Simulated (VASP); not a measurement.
# NaTi2 (C15 type) (Fd-3m) in VASP: a series of runs

NaTi2 (C15 type) is run at these levels: PBE; tasks: single point, relaxation of cell and atoms.

Program: VASP 6.6.1. These are calculated values, not measurements. Logs are shortened: lines on timing, memory, paths and dates and some standing lists are left out, and cuts for length are marked.

### Step 1. The cell of the first run

The structure is cubic, space group Fd-3m (No. 227). Conventional cell: a = 8.031 Å, b = 8.031 Å, c = 8.031 Å, α = 90.00°, β = 90.00°, γ = 90.00°. Within 4.4 Å of Na (site symmetry -43m) lie 12 Ti at 3.33 Å and 4 Na at 3.48 Å. Within 3.7 Å of Ti (site symmetry -3m) lie 6 Ti at 2.84 Å and 6 Na at 3.33 Å.

### Step 2. Single point, PBE

INCAR

```
  PREC = Accurate
  ENCUT = 520
  EDIFF = 1E-6
  ISMEAR = -1
  SIGMA = 0.05
  LREAL = False
  LASPH = True
  NELM = 60
  ALGO = Normal
  ISIF = 2
  LWAVE = False
  LCHARG = True
  GGA = PE
  LELF = True
  LVHAR = True
  NBANDS = 40
```

KPOINTS

```
Automatic mesh
0
Gamma
  7 7 7
```

POSCAR

```
NaTi2
1.0
    0.0000000000      4.0152573146      4.0152573146
    4.0152573146      0.0000000000      4.0152573146
    4.0152573146      4.0152573146      0.0000000000
Na Ti
2 4
Direct
    0.1250000000      0.1250000000      0.1250000000
   -0.1250000000     -0.1250000000     -0.1250000000
    0.5000000000      0.5000000000      0.5000000000
    0.5000000000      0.5000000000      0.0000000000
    0.5000000000      0.0000000000      0.5000000000
    0.0000000000      0.5000000000      0.5000000000
```

Potentials or basis: VASP PAW PBE potentials, release 64 (Na_pv, Ti_sv).

Launch:

```
> cat potpaw_PBE.64/Na_pv/POTCAR potpaw_PBE.64/Ti_sv/POTCAR > POTCAR
> mpirun -np 1 vasp_std > vasp.out
```

OUTCAR:

```text
PREC = Accurate
   ENCUT = 520
   EDIFF = 1E-6
   ISMEAR = -1
   LREAL = False
   LASPH = True
   NELM = 60
   ISIF = 2
   GGA = PE

 ion  position               nearest neighbor table
   1  0.125  0.125  0.125-
   2  0.875  0.875  0.875-
   3  0.500  0.500  0.500-   4 2.84   5 2.84   6 2.84   4 2.84   5 2.84   6 2.84
   4  0.500  0.500  0.000-   3 2.84   3 2.84   5 2.84   6 2.84   5 2.84   6 2.84
   5  0.500  0.000  0.500-   3 2.84   4 2.84   3 2.84   4 2.84   6 2.84   6 2.84
   6  0.000  0.500  0.500-   3 2.84   4 2.84   5 2.84   3 2.84   4 2.84   5 2.84

  LATTYP: Found a face centered cubic cell.
 ALAT       =     8.0305146292

  Lattice vectors:

 A1 = (   0.0000000000,   4.0152573146,   4.0152573146)
 A2 = (   4.0152573146,   0.0000000000,   4.0152573146)
 A3 = (   4.0152573146,   4.0152573146,   0.0000000000)

Analysis of symmetry for initial positions (statically):
=====================================================================
 Subroutine PRICEL returns:
 Original cell was already a primitive cell.

 Routine SETGRP: Setting up the symmetry group for a
 face centered cubic supercell.

 Subroutine GETGRP returns: Found 48 space group operations
 (whereof 12 operations were pure point group operations)
 out of a pool of 48 trial point group operations.

The static configuration has the point symmetry D_3d.
 The point group associated with its full space group is O_h .

Analysis of symmetry for dynamics (positions and initial velocities):
=====================================================================
 Subroutine PRICEL returns:
 Original cell was already a primitive cell.

 Routine SETGRP: Setting up the symmetry group for a
 face centered cubic supercell.

 Subroutine GETGRP returns: Found 48 space group operations
 (whereof 12 operations were pure point group operations)
 out of a pool of 48 trial point group operations.

The dynamic configuration has the point symmetry D_3d.
 The point group associated with its full space group is O_h .

 Subroutine INISYM returns: Found 48 space group operations
 (whereof 12 operations are pure point group operations),
 and found     1 'primitive' translations

----------------------------------------------------------------------------------------

                                     Primitive cell

  volume of cell :     129.4703

  direct lattice vectors                    reciprocal lattice vectors
     0.000000000  4.015257315  4.015257315    -0.124525021  0.124525021  0.124525021
     4.015257315  0.000000000  4.015257315     0.124525021 -0.124525021  0.124525021
     4.015257315  4.015257315  0.000000000     0.124525021  0.124525021 -0.124525021

  length of vectors
     5.678431351  5.678431351  5.678431351     0.215683663  0.215683663  0.215683663

  position of ions in fractional coordinates (direct lattice)
     0.125000000  0.125000000  0.125000000
     0.875000000  0.875000000  0.875000000
     0.500000000  0.500000000  0.500000000
     0.500000000  0.500000000  0.000000000
     0.500000000  0.000000000  0.500000000
     0.000000000  0.500000000  0.500000000

  ion indices of the primitive-cell ions
   primitive index   ion index
                 1           1
                 2           2
                 3           3
                 4           4
                 5           5
                 6           6

----------------------------------------------------------------------------------------

 KPOINTS: Automatic mesh

Automatic generation of k-mesh.
 Grid dimensions read from file:
 generate k-points for:    7    7    7

 Generating k-lattice:

  Cartesian coordinates                     Fractional coordinates (reciprocal lattice)
    -0.017789289  0.017789289  0.017789289     0.142857143  0.000000000  0.000000000
     0.017789289 -0.017789289  0.017789289     0.000000000  0.142857143  0.000000000
     0.017789289  0.017789289 -0.017789289     0.000000000  0.000000000  0.142857143

  Length of vectors
     0.030811952  0.030811952  0.030811952

  Shift w.r.t. Gamma in fractional coordinates (k-lattice)
     0.000000000  0.000000000  0.000000000

 Subroutine IBZKPT returns following result:
 ===========================================

 Found     20 irreducible k-points:

 Following reciprocal coordinates:
            Coordinates               Weight
  0.000000  0.000000  0.000000      1.000000
  0.142857  0.000000  0.000000      8.000000
  0.285714  0.000000  0.000000      8.000000
  0.428571  0.000000  0.000000      8.000000
  0.142857  0.142857  0.000000      6.000000
  0.285714  0.142857  0.000000     24.000000
[... 12 lines left out ...]
 -0.428571  0.428571  0.142857     24.000000
 -0.285714  0.428571  0.142857     24.000000
   k-points           NKPTS =     20   k-points in BZ     NKDIM =     20   number of bands    NBANDS=     40
   number of dos      NEDOS =    301   number of ions     NIONS =      6
   total plane-waves  NPLWV =  74088
   dimension x,y,z NGX =    42 NGY =   42 NGZ =   42
   dimension x,y,z NGXF=    84 NGYF=   84 NGZF=   84
   ions per type =               2   4
   NGX,Y,Z   is equivalent  to a cutoff of  12.30, 12.30, 12.30 a.u.
   NGXF,Y,Z  is equivalent  to a cutoff of  24.59, 24.59, 24.59 a.u.
 SYSTEM =  unknown system
   PREC   = accura    normal or accurate (medium, high low for compatibility)
   ISTART =      0    job   : 0-new  1-cont  2-samecut
   ICHARG =      2    charge: 1-file 2-atom 10-const
   ISPIN  =      1    spin polarized calculation?
   LNONCOLLINEAR =      F non collinear calculations
   LSORBIT =      F    spin-orbit coupling
   LASPH  =      T    aspherical Exc in radial PAW
   ENCUT  =  520.0 eV  38.22 Ry    6.18 a.u.  10.56 10.56 10.56*2*pi/ulx,y,z
   NELM   =     60;   NELMIN=  2; NELMDL= -5     # of ELM steps
   EDIFF  = 0.1E-05   stopping-criterion for ELM
   LREAL  =      F    real-space projection
   EDIFFG = 0.1E-04   stopping-criterion for IOM
   NSW    =      0    number of steps for IOM
   IBRION =     -1    ionic relax: 0-MD 1-quasi-New 2-CG
   NFREE  =      0    steps in history (QN), initial steepest desc. (CG)
   ISIF   =      2    stress and relaxation
   ISYM   =      2    0-nonsym 1-usesym 2-fastsym
   POTIM  = 0.5000    time-step for ionic-motion
   TEBEG  =    0.0;   TEEND  =   0.0 temperature during run
   PSTRESS=    0.0 pullay stress
   NELECT =      62.0000    total number of electrons
   NUPDOWN=      -1.0000    fix difference up-down
   EMIN   =  10.00;   EMAX   =-10.00  energy-range for DOS
   EFERMI =   0.00;   METHOD = LEGACY
   ISMEAR =    -1;   SIGMA  =   0.05  broadening in eV -4-tet -1-fermi 0-gaus
   EFERMI_NEDOS =   21; number of points for ismear=-14 and -15
   IALGO  =     38    algorithm
   IMIX   =      4    mixing-type and parameters
     AMIX     =   0.40;   BMIX     =  1.00
     AMIX_MAG =   1.60;   BMIX_MAG =  1.00
  volume/ion in A,a.u.               =      21.58       145.62
  Fermi-wavevector in a.u.,A,eV,Ry     =   1.280802  2.420365 22.319730  1.640454
  Thomas-Fermi vector in A             =   2.413209
   LORBIT       =      0    0 simple, 1 ext, 2 COOP (PROOUT), +10 PAW based schemes
   GGA     = PE    functional components
   LHFCALC =     F    Hartree Fock is set to
   AEXX    =    0.0000 exact exchange contribution
   IVDW    =     0    specifies the selected vdW correction
   LEPSILON=     F    determine dielectric tensor
   LRPA    =     F    only Hartree local field effects (RPA)
 non-spin polarized calculation
  energy-cutoff  :      520.00
  volume of cell :      129.47
 maximum number of plane-waves:      3518
 NGX is ok and might be reduce to    42
   NGX = 21   NGY = 21   NGZ = 21

 number of electron      62.0000003 magnetization

 Free energy of the ion-electron system (eV)
  ---------------------------------------------------
  ext. energy  EPLUGINS =         0.00000000
  ---------------------------------------------------
  free energy    TOTEN  =       -29.31984261 eV

  energy without entropy =      -29.20976362  energy(sigma->0) =      -29.26480311

 E-fermi :   4.4852     XC(G=0):  -9.6306

 val. band max:        4.4837098569   @ k =  -0.4286   0.2857   0.1429
 cond. band min:       4.4944559414   @ k =   0.2857   0.0000   0.0000
 fundamental gap:      0.0107460845
 Fermi energy:         4.4852433437

 k-point     1 :       0.0000    0.0000    0.0000
  band No.  band energies     occupation
      1     -52.2829      2.00000
      2     -52.1775      2.00000
      3     -52.1775      2.00000
      4     -52.1775      2.00000
      5     -28.8047      2.00000
      6     -28.6737      2.00000
[... 32 lines left out ...]
     39       6.6581      0.00000
     40       6.8549      0.00000

 k-point     2 :       0.1429    0.0000    0.0000
  band No.  band energies     occupation
      1     -52.2791      2.00000
      2     -52.1814      2.00000
      3     -52.1775      2.00000
      4     -52.1775      2.00000
      5     -28.7840      2.00000
      6     -28.6669      2.00000
[... 32 lines left out ...]
     39       6.6355      0.00000
     40       6.8154      0.00000

 k-point     3 :       0.2857    0.0000    0.0000
  band No.  band energies     occupation
      1     -52.2691      2.00000
      2     -52.1915      2.00000
      3     -52.1775      2.00000
      4     -52.1775      2.00000
      5     -28.7435      2.00000
      6     -28.6517      2.00000
[... 32 lines left out ...]
     39       6.6112      0.00000
     40       6.7926      0.00000

 k-point     4 :       0.4286    0.0000    0.0000
  band No.  band energies     occupation
      1     -52.2586      2.00000
      2     -52.2022      2.00000
      3     -52.1775      2.00000
      4     -52.1775      2.00000
      5     -28.7244      2.00000
      6     -28.6463      2.00000
[... 32 lines left out ...]
     39       6.5856      0.00000
     40       6.7840      0.00000
[... 600 lines left out ...]
     39       6.1717      0.00000
     40       6.4281      0.00000

 k-point    19 :      -0.4286    0.4286    0.1429
  band No.  band energies     occupation
      1     -52.2410      2.00000
      2     -52.2199      2.00000
      3     -52.1775      2.00000
      4     -52.1775      2.00000
      5     -28.6497      2.00000
      6     -28.6493      2.00000
[... 32 lines left out ...]
     39       5.9003      0.00000
     40       6.0255      0.00000

 k-point    20 :      -0.2857    0.4286    0.1429
  band No.  band energies     occupation
      1     -52.2378      2.00000
      2     -52.2232      2.00000
      3     -52.1775      2.00000
      4     -52.1775      2.00000
      5     -28.6515      2.00000
      6     -28.6153      2.00000
[... 32 lines left out ...]
     39       6.0403      0.00000
     40       6.1662      0.00000

------------------------ aborting loop because EDIFF is reached ----------------------------------------

  FORCE on cell =-STRESS in cart. coord.  units (eV):
  Direction    XX          YY          ZZ          XY          YZ          ZX
  --------------------------------------------------------------------------------------
  -------------------------------------------------------------------------------------
  Total       -0.0422290     -0.0422290     -0.0422290      0.0000000     -0.0000000     -0.0000000
  in kB       -0.5225782     -0.5225782     -0.5225782      0.0000000     -0.0000000     -0.0000000
  external PRESSURE =      -0.5225782 kB  Pullay stress =       0.0000000 kB

 VOLUME and BASIS-vectors are now :
 -----------------------------------------------------------------------------
  energy-cutoff  :      520.00
  volume of cell :      129.47
      direct lattice vectors                 reciprocal lattice vectors
     0.000000000  4.015257315  4.015257315    -0.124525021  0.124525021  0.124525021
     4.015257315  0.000000000  4.015257315     0.124525021 -0.124525021  0.124525021
     4.015257315  4.015257315  0.000000000     0.124525021  0.124525021 -0.124525021

 POSITION                                       TOTAL-FORCE (eV/Angst)
 -----------------------------------------------------------------------------------
      1.00381      1.00381      1.00381        -0.000000      0.000000      0.000000
      7.02670      7.02670      7.02670         0.000000      0.000000     -0.000000
      4.01526      4.01526      4.01526         0.000000     -0.000000     -0.000000
      2.00763      2.00763      4.01526         0.000000     -0.000000     -0.000000
      2.00763      4.01526      2.00763         0.000000     -0.000000     -0.000000
      4.01526      2.00763      2.00763         0.000000     -0.000000     -0.000000
 -----------------------------------------------------------------------------------
    total drift:                                0.000000      0.000000     -0.000000

  FREE ENERGIE OF THE ION-ELECTRON SYSTEM (eV)
  ---------------------------------------------------
  free  energy   TOTEN  =       -29.3198426115 eV

  energy  without entropy=      -29.2097636173  energy(sigma->0) =      -29.26480311
```

It took 2.6 min on 1 thread of Intel Xeon Platinum 8488C (Sapphire Rapids), shared host; peak memory 0.28 GiB.

Results:

```
Free energy            : -29.3198 eV
Pressure               : -0.1 GPa
Band gap on the k mesh : zero (bands 31 and 32 overlap by 0.28 eV)
```

### Step 3. Single point, PBE

INCAR

```
SYSTEM = NaTi2
  ALGO = Normal
  EDIFF = 1E-6
  ENCUT = 520
  GGA = PE
  ISIF = 2
  ISMEAR = -1
  LASPH = .True.
  LCHARG = .True.
  LELF = .True.
  LREAL = .False.
  LVHAR = .True.
  LWAVE = .False.
  NBANDS = 40
  NELM = 100
  PREC = Accurate
  SIGMA = 0.05
```

KPOINTS

```
k-points
0
Gamma
  7 7 7
  0 0 0
```

POSCAR is that of step 2.

Potentials or basis: VASP PAW PBE potentials, release 64 (Na_pv, Ti_sv).

Launch:

```
> cat potpaw_PBE.64/Na_pv/POTCAR potpaw_PBE.64/Ti_sv/POTCAR > POTCAR
> mpirun -np 1 vasp_std > vasp.out
```

It took 2.6 min on 1 thread of Intel Xeon Platinum 8488C (Sapphire Rapids), shared host; peak memory 0.28 GiB.

It converged, with:

- Free energy: -29.3198 eV
- Pressure: -0.1 GPa
- Band gap on the k mesh: zero (bands 31 and 32 overlap by 0.28 eV)

Levels at points of the mesh, in eV from the Fermi level:
| k point | band 29 | band 30 | band 31 | band 32 | band 33 | band 34 |
| --- | --- | --- | --- | --- | --- | --- |
| (0.00, 0.00, 0.00) | -0.76 | -0.76 | -0.15 | -0.15 | 1.83 | 1.83 |

### Step 4. Relaxation of cell and atoms, PBE

This run uses another cell than the first one, of 22.25 Å³/atom.

INCAR

```
PREC = Accurate
ENCUT = 600
EDIFF = 1E-6
ISMEAR = -1
SIGMA = 0.05
LREAL = F
LASPH = T
NELM = 80
ALGO = Normal
ISIF = 3
LWAVE = F
LCHARG = F
GGA = PE
IBRION = 2
NSW = 70
EDIFFG = -0.005
```

KPOINTS

```
regular mesh
0
Gamma
  7 7 7
```

Edit POSCAR of step 3 so:

```diff
@@ -2,5 +2,5 @@
 1.0
-    0.0000000000      4.0152573146      4.0152573146
-    4.0152573146      0.0000000000      4.0152573146
-    4.0152573146      4.0152573146      0.0000000000
+    0.0000000000      4.0562603986      4.0562603986
+    4.0562603986      0.0000000000      4.0562603986
+    4.0562603986      4.0562603986      0.0000000000
 Na Ti
```

Launch:

```
> cat potpaw_PBE.64/Na_pv/POTCAR potpaw_PBE.64/Ti_sv/POTCAR > POTCAR
> mpirun -np 1 vasp_std > vasp.out
```

It took 6.5 min on 1 thread of Intel Xeon Platinum 8488C (Sapphire Rapids), shared host; peak memory 0.37 GiB.

Results (log left out):

```yaml
Free_energy: -29.3196 eV
Relaxed_volume: 21.54 Å³/atom
Relaxed_cell: a = 5.675 Å, b = 5.675 Å, c = 5.675 Å, α = 60.00°, β = 60.00°, γ = 60.00°
Space_group_after_relaxing_to_0.1_Å: Fd-3m (No. 227)
Energy_gained_by_relaxing: 3.3 meV/atom
Ionic_steps: 3
Pressure_after_relaxing: 0.0 GPa
Band_gap_on_the_k_mesh: zero (bands 31 and 32 overlap by 0.28 eV)
```

Step by step:
```tsv
step	energy change (eV)	largest force (eV/Å)	pressure (GPa)	volume (Å³)
1	0.0000	0.0000	-1.48	133.48
2	-0.0199	0.0000	-0.11	129.55
3	-0.0200	0.0000	0.00	129.25
```

Final structure:
```cif
data_structure
_symmetry_space_group_name_H-M 'P 1'
_symmetry_Int_Tables_number 1
_cell_length_a 5.6752
_cell_length_b 5.6752
_cell_length_c 5.6752
_cell_angle_alpha 60.000
_cell_angle_beta 60.000
_cell_angle_gamma 60.000
_cell_volume 129.25
loop_
_atom_site_label
_atom_site_type_symbol
_atom_site_fract_x
_atom_site_fract_y
_atom_site_fract_z
_atom_site_occupancy
Na1 Na 0.12500 0.12500 0.12500 1
Na2 Na 0.87500 0.87500 0.87500 1
Ti1 Ti 0.50000 0.50000 0.50000 1
Ti2 Ti 0.50000 0.50000 0.00000 1
Ti3 Ti 0.50000 0.00000 0.50000 1
Ti4 Ti 0.00000 0.50000 0.50000 1
```

Levels at points of the mesh, in eV from the Fermi level:
| k point | band 29 | band 30 | band 31 | band 32 | band 33 | band 34 |
| --- | --- | --- | --- | --- | --- | --- |
| (0.00, 0.00, 0.00) | -0.76 | -0.76 | -0.15 | -0.15 | 1.84 | 1.84 |
